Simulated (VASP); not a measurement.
# SiO2 (P6_322) in VASP: relaxation of the atoms with PBE

Aim: the relaxation of the atoms of SiO2 with PBE.

Everything below comes from runs of VASP 6.6.1. Logs are shortened: lines on timing, memory, paths and dates and some standing lists are left out, and cuts for length are marked.

### Step 1. The cell of the first run

It takes space group P6_322 (No. 182, hexagonal). Conventional cell: a = 5.069 Å, b = 5.069 Å, c = 8.558 Å, α = 90.00°, β = 90.00°, γ = 120.00°. Si (site symmetry 3) has 4 O at 1.60 to 1.61 Å within 2.1 Å. Within 2.1 Å of O (site symmetry 2) lie 2 Si at 1.61 Å. O (site symmetry 32) has 2 Si at 1.60 Å within 2.1 Å.

### Step 2. Relaxation of the atoms, PBE

Input file INCAR:

```
  ALGO = Normal
  EDIFF = 1E-6
  EDIFFG = -0.01
  ENCUT = 520
  GGA = PE
  IBRION = 2
  ISIF = 2
  ISMEAR = 0
  KPAR = 2
  LASPH = T
  LCHARG = F
  LREAL = F
  LWAVE = F
  NELM = 100
  NSW = 60
  PREC = Accurate
  SIGMA = 0.02
```

Input file KPOINTS:

```
k-points
0
Gamma
  6 6 4
```

Input file POSCAR:

```
SiO2
1.0
    5.0690738885      0.0000000000      0.0000000000
   -2.5345369442      4.3899467611      0.0000000000
    0.0000000000      0.0000000000      8.5584885400
Si O
4 8
Direct
    0.6666666700      0.3333333300      0.9371258000
    0.6666666700      0.3333333300      0.5628742000
    0.3333333300      0.6666666700      0.0628742000
    0.3333333300      0.6666666700      0.4371258000
    0.0000000000      0.4212587400      0.0000000000
    0.4212587400      0.4212587400      0.5000000000
    0.5787412600      0.0000000000      0.5000000000
    0.5787412600      0.5787412600      0.0000000000
    0.0000000000      0.5787412600      0.5000000000
    0.6666666700      0.3333333300      0.7500000000
    0.3333333300      0.6666666700      0.2500000000
    0.4212587400      0.0000000000      0.0000000000
```

Potentials or basis: VASP PAW PBE potentials, release 64 (Si, O).

Run with:

```sh
$ cat potpaw_PBE.64/Si/POTCAR potpaw_PBE.64/O/POTCAR > POTCAR
$ mpirun -np 2 vasp_std > vasp.out
```

OUTCAR:

```text
EDIFF = 1E-6
   EDIFFG = -0.01
   ENCUT = 520
   GGA = PE
   IBRION = 2
   ISIF = 2
   ISMEAR = 0
   LASPH = T
   LREAL = F
   NELM = 100
   NSW = 60
   PREC = Accurate

 ion  position               nearest neighbor table
   1  0.667  0.333  0.937-  10 1.60   5 1.61  12 1.61   8 1.61   3 3.12   3 3.12   3 3.12
   2  0.667  0.333  0.563-  10 1.60   7 1.61   9 1.61   6 1.61   4 3.12   4 3.12   4 3.12
   3  0.333  0.667  0.063-  11 1.60  12 1.61   5 1.61   8 1.61   1 3.12   1 3.12   1 3.12
   4  0.333  0.667  0.437-  11 1.60   9 1.61   7 1.61   6 1.61   2 3.12   2 3.12   2 3.12
   5  0.000  0.421  0.000-   1 1.61   3 1.61
   6  0.421  0.421  0.500-   4 1.61   2 1.61
   7  0.579  0.000  0.500-   2 1.61   4 1.61
   8  0.579  0.579  0.000-   1 1.61   3 1.61
   9  0.000  0.579  0.500-   4 1.61   2 1.61
  10  0.667  0.333  0.750-   1 1.60   2 1.60
  11  0.333  0.667  0.250-   3 1.60   4 1.60
  12  0.421  0.000  0.000-   3 1.61   1 1.61

  LATTYP: Found a hexagonal cell.
 ALAT       =     5.0690738885
 C/A-ratio  =     1.6883732075

  Lattice vectors:

 A1 = (   5.0690738885,   0.0000000000,   0.0000000000)
 A2 = (  -2.5345369442,   4.3899467611,   0.0000000000)
 A3 = (   0.0000000000,   0.0000000000,   8.5584885400)

Analysis of symmetry for initial positions (statically):
=====================================================================
 Subroutine PRICEL returns:
 Original cell was already a primitive cell.

 Routine SETGRP: Setting up the symmetry group for a
 hexagonal supercell.

 Subroutine GETGRP returns: Found 12 space group operations
 (whereof  6 operations were pure point group operations)
 out of a pool of 24 trial point group operations.

The static configuration has the point symmetry D_3 .
 The point group associated with its full space group is D_6 .

Analysis of symmetry for dynamics (positions and initial velocities):
=====================================================================
 Subroutine PRICEL returns:
 Original cell was already a primitive cell.

 Routine SETGRP: Setting up the symmetry group for a
 hexagonal supercell.

 Subroutine GETGRP returns: Found 12 space group operations
 (whereof  6 operations were pure point group operations)
 out of a pool of 24 trial point group operations.

The dynamic configuration has the point symmetry D_3 .
 The point group associated with its full space group is D_6 .

 Subroutine INISYM returns: Found 12 space group operations
 (whereof  6 operations are pure point group operations),
 and found     1 'primitive' translations

----------------------------------------------------------------------------------------

                                     Primitive cell

  volume of cell :     190.4517

  direct lattice vectors                    reciprocal lattice vectors
     5.069073889  0.000000000  0.000000000     0.197274694  0.113896598  0.000000000
    -2.534536944  4.389946761  0.000000000     0.000000000  0.227793195  0.000000000
     0.000000000  0.000000000  8.558488540     0.000000000  0.000000000  0.116843061

  length of vectors
     5.069073889  5.069073888  8.558488540     0.227793195  0.227793195  0.116843061

  position of ions in fractional coordinates (direct lattice)
     0.666666670  0.333333330  0.937125800
     0.666666670  0.333333330  0.562874200
     0.333333330  0.666666670  0.062874200
     0.333333330  0.666666670  0.437125800
     0.000000000  0.421258740  0.000000000
     0.421258740  0.421258740  0.500000000
     0.578741260  0.000000000  0.500000000
     0.578741260  0.578741260  0.000000000
     0.000000000  0.578741260  0.500000000
     0.666666670  0.333333330  0.750000000
     0.333333330  0.666666670  0.250000000
     0.421258740  0.000000000  0.000000000

  ion indices of the primitive-cell ions
   primitive index   ion index
                 1           1
                 2           2
                 3           3
                 4           4
                 5           5
                 6           6
                 7           7
                 8           8
                 9           9
                10          10
                11          11
                12          12

----------------------------------------------------------------------------------------

 KPOINTS: k-points

Automatic generation of k-mesh.
 Grid dimensions read from file:
 generate k-points for:    6    6    4

 Generating k-lattice:

  Cartesian coordinates                     Fractional coordinates (reciprocal lattice)
     0.032879116  0.018982766  0.000000000     0.166666667 -0.000000000  0.000000000
     0.000000000  0.037965533  0.000000000     0.000000000  0.166666667  0.000000000
     0.000000000  0.000000000  0.029210765     0.000000000  0.000000000  0.250000000

  Length of vectors
     0.037965533  0.037965533  0.029210765

  Shift w.r.t. Gamma in fractional coordinates (k-lattice)
     0.000000000  0.000000000  0.000000000

 Subroutine IBZKPT returns following result:
 ===========================================

 Found     21 irreducible k-points:

 Following reciprocal coordinates:
            Coordinates               Weight
  0.000000  0.000000  0.000000      1.000000
  0.166667 -0.000000  0.000000      6.000000
  0.333333 -0.000000  0.000000      6.000000
  0.500000 -0.000000  0.000000      3.000000
  0.166667  0.166667  0.000000      6.000000
  0.333333  0.166667  0.000000     12.000000
[... 13 lines left out ...]
  0.333333  0.166667  0.500000     12.000000
  0.333333  0.333333  0.500000      2.000000
   k-points           NKPTS =     21   k-points in BZ     NKDIM =     21   number of bands    NBANDS=     39
   number of dos      NEDOS =    301   number of ions     NIONS =     12
   total plane-waves  NPLWV = 102400
   dimension x,y,z NGX =    40 NGY =   40 NGZ =   64
   dimension x,y,z NGXF=    80 NGYF=   80 NGZF=  128
   ions per type =               4   8
   NGX,Y,Z   is equivalent  to a cutoff of  13.12, 13.12, 12.43 a.u.
   NGXF,Y,Z  is equivalent  to a cutoff of  26.24, 26.24, 24.86 a.u.
 SYSTEM =  unknown system
   PREC   = accura    normal or accurate (medium, high low for compatibility)
   ISTART =      0    job   : 0-new  1-cont  2-samecut
   ICHARG =      2    charge: 1-file 2-atom 10-const
   ISPIN  =      1    spin polarized calculation?
   LNONCOLLINEAR =      F non collinear calculations
   LSORBIT =      F    spin-orbit coupling
   LASPH  =      T    aspherical Exc in radial PAW
   ENCUT  =  520.0 eV  38.22 Ry    6.18 a.u.   9.43  9.43 15.91*2*pi/ulx,y,z
   NELM   =    100;   NELMIN=  2; NELMDL= -5     # of ELM steps
   EDIFF  = 0.1E-05   stopping-criterion for ELM
   LREAL  =      F    real-space projection
   EDIFFG = -.1E-01   stopping-criterion for IOM
   NSW    =     60    number of steps for IOM
   IBRION =      2    ionic relax: 0-MD 1-quasi-New 2-CG
   NFREE  =      1    steps in history (QN), initial steepest desc. (CG)
   ISIF   =      2    stress and relaxation
   ISYM   =      2    0-nonsym 1-usesym 2-fastsym
   POTIM  = 0.5000    time-step for ionic-motion
   TEBEG  =    0.0;   TEEND  =   0.0 temperature during run
   PSTRESS=    0.0 pullay stress
   NELECT =      64.0000    total number of electrons
   NUPDOWN=      -1.0000    fix difference up-down
   EMIN   =  10.00;   EMAX   =-10.00  energy-range for DOS
   EFERMI =   0.00;   METHOD = LEGACY
   ISMEAR =     0;   SIGMA  =   0.02  broadening in eV -4-tet -1-fermi 0-gaus
   EFERMI_NEDOS =   21; number of points for ismear=-14 and -15
   IALGO  =     38    algorithm
   IMIX   =      4    mixing-type and parameters
     AMIX     =   0.40;   BMIX     =  1.00
     AMIX_MAG =   1.60;   BMIX_MAG =  1.00
  volume/ion in A,a.u.               =      15.87       107.10
  Fermi-wavevector in a.u.,A,eV,Ry     =   1.138168  2.150826 17.625357  1.295427
  Thomas-Fermi vector in A             =   2.274873
   LORBIT       =      0    0 simple, 1 ext, 2 COOP (PROOUT), +10 PAW based schemes
   GGA     = PE    functional components
   LHFCALC =     F    Hartree Fock is set to
   AEXX    =    0.0000 exact exchange contribution
   IVDW    =     0    specifies the selected vdW correction
   LEPSILON=     F    determine dielectric tensor
   LRPA    =     F    only Hartree local field effects (RPA)
 conjugate gradient relaxation of ions
 non-spin polarized calculation
 Gauss-broadening in eV      SIGMA  =   0.02
  energy-cutoff  :      520.00
  volume of cell :      190.45
 maximum number of plane-waves:      5179
 NGX is ok and might be reduce to    40
   NGX = 19   NGY = 19   NGZ = 31

--------------------------------------- Ionic step        1  -------------------------------------------

 number of electron      63.9999969 magnetization

 Free energy of the ion-electron system (eV)
  ---------------------------------------------------
  ext. energy  EPLUGINS =         0.00000000
  ---------------------------------------------------
  free energy    TOTEN  =       -94.86407367 eV

  energy without entropy =      -94.86407367  energy(sigma->0) =      -94.86407367

------------------------ aborting loop because EDIFF is reached ----------------------------------------

  FORCE on cell =-STRESS in cart. coord.  units (eV):
  Direction    XX          YY          ZZ          XY          YZ          ZX
  --------------------------------------------------------------------------------------
  -------------------------------------------------------------------------------------
  Total        4.9628747      4.9628747      4.9264142      0.0000000      0.0000000      0.0000000
  in kB       41.7502368     41.7502368     41.4435124      0.0000000      0.0000000      0.0000000
  external PRESSURE =      41.6479953 kB  Pullay stress =       0.0000000 kB
[... 215 lines left out ...]
  energy  without entropy=      -94.8931042506  energy(sigma->0) =      -94.89310425

--------------------------------------- Ionic step        6  -------------------------------------------

 number of electron      63.9999975 magnetization

 Free energy of the ion-electron system (eV)
  ---------------------------------------------------
  ext. energy  EPLUGINS =         0.00000000
  ---------------------------------------------------
  free energy    TOTEN  =       -94.90992065 eV

  energy without entropy =      -94.90992065  energy(sigma->0) =      -94.90992065

 E-fermi :  -0.4139     XC(G=0):  -7.8637

 val. band max:       -0.4990695428   @ k =   0.0000   0.0000   0.2500
 cond. band min:       4.9825627067   @ k =   0.0000   0.0000   0.0000
 fundamental gap:      5.4816322495
 Fermi energy:        -0.4139121150

 k-point     1 :       0.0000    0.0000    0.0000
  band No.  band energies     occupation
      1     -19.8935      2.00000
      2     -19.4868      2.00000
      3     -18.5150      2.00000
      4     -17.8738      2.00000
      5     -17.8738      2.00000
      6     -17.8655      2.00000
[... 910 lines left out ...]
  FREE ENERGIE OF THE ION-ELECTRON SYSTEM (eV)
  ---------------------------------------------------
  free  energy   TOTEN  =       -94.9099206519 eV

  energy  without entropy=      -94.9099206519  energy(sigma->0) =      -94.90992065

 reached required accuracy - stopping structural energy minimisation
```

Run time: 5.4 min. Hardware: 2 MPI ranks of Intel Xeon Platinum 8375C at 2.90GHz (Ice Lake), shared host; peak memory 0.36 GiB.

What came out:

```yaml
Free_energy: -94.9099 eV
Energy_gained_by_relaxing: 3.8 meV/atom
Ionic_steps: 6
Pressure_after_relaxing: 1.2 GPa
Largest_force_after_relaxing: 0.008 eV/Å
Band_gap_on_the_k_mesh: 5.48 eV (least direct gap 5.55 eV)
```

Forces on the atoms (eV/Å):
```
Si   0.000  0.000  0.006
Si   0.000  0.000 -0.006
Si   0.000  0.000 -0.006
Si   0.000  0.000  0.006
O   -0.004  0.007  0.000
O    0.004  0.007  0.000
O   -0.008  0.000  0.000
O   -0.004 -0.007  0.000
O    0.004 -0.007  0.000
O    0.000  0.000  0.000
O    0.000  0.000  0.000
O    0.008  0.000  0.000
```

Stress tensor (GPa, compression positive):
```
0.69 0.00 0.00
0.00 0.69 0.00
0.00 0.00 2.32
```

Step by step:
| step | energy change (eV) | largest force (eV/Å) | pressure (GPa) |
| --- | --- | --- | --- |
| 1 | 0.0000 | 0.2480 | 4.16 |
| 2 | -0.0162 | 0.2013 | 3.60 |
| 3 | -0.0435 | 0.1500 | 1.84 |
| 4 | -0.0447 | 0.1808 | 1.32 |
| 5 | -0.0290 | 0.6622 | 0.92 |
| 6 | -0.0458 | 0.0081 | 1.23 |

Final structure:
```cif
data_structure
_symmetry_space_group_name_H-M 'P 1'
_symmetry_Int_Tables_number 1
_cell_length_a 5.0691
_cell_length_b 5.0691
_cell_length_c 8.5585
_cell_angle_alpha 90.000
_cell_angle_beta 90.000
_cell_angle_gamma 120.000
_cell_volume 190.45
loop_
_atom_site_label
_atom_site_type_symbol
_atom_site_fract_x
_atom_site_fract_y
_atom_site_fract_z
_atom_site_occupancy
Si1 Si 0.66667 0.33333 0.93787 1
Si2 Si 0.66667 0.33333 0.56213 1
Si3 Si 0.33333 0.66667 0.06213 1
Si4 Si 0.33333 0.66667 0.43787 1
O1 O 0.00000 0.40948 0.00000 1
O2 O 0.40948 0.40948 0.50000 1
O3 O 0.59052 0.00000 0.50000 1
O4 O 0.59052 0.59052 0.00000 1
O5 O 0.00000 0.59052 0.50000 1
O6 O 0.66667 0.33333 0.75000 1
O7 O 0.33333 0.66667 0.25000 1
O8 O 0.40947 0.00000 0.00000 1
```

A k mesh can miss the band edges.
